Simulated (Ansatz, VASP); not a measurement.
## Two plane-wave programs on TaN

```
Ta N
1.0
     5.19915    0.00000    0.00000
    -2.59957    4.50259    0.00000
     0.00000    0.00000    2.91072
Ta N
3 3
Cartesian
  0.0000 0.0000 0.0000
  0.0000 3.0017 1.4554
  2.5996 1.5009 1.4554
  2.0406 0.0000 0.0000
  1.5793 2.7354 0.0000
  -1.0203 1.7672 0.0000
```

Alike in both runs: functional r2SCAN; k mesh 9 × 9 × 12; occupations gaussian, width 0.1 eV; no spin polarisation.

Ansatz relaxed the structure, and its values are those at the end. VASP's run is a single point on that final structure, the one shown.

|  | VASP | Ansatz |
| --- | --- | --- |
| version | VASP 6.6.1 | Ansatz 0.2.0 |
| potentials or method | VASP PAW PBE potentials, release 64 (Ta_pv, N), cutoff 520 eV | scalar-relativistic, plane waves, PAW |
| valence electrons in the cell | 48 | 54 |

VASP gave:

- gap on the k mesh at the Fermi level (eV): none
- pressure (GPa): 1.6

Problem. Which values does Ansatz return?

Solution. gap on the k mesh at the Fermi level (eV): none; pressure (GPa): 0.0.

VASP's potentials were made for PBE, not for r2SCAN. A gap of «none» marks a metal or a gap that the smearing closes. With one functional, cell and mesh, what is left measures potentials, basis and numerics. VASP's potentials hold 48 valence electrons a cell and Ansatz's 54, so a difference there can come from the potentials and not from the codes.

Neither program's run includes spin-orbit coupling.
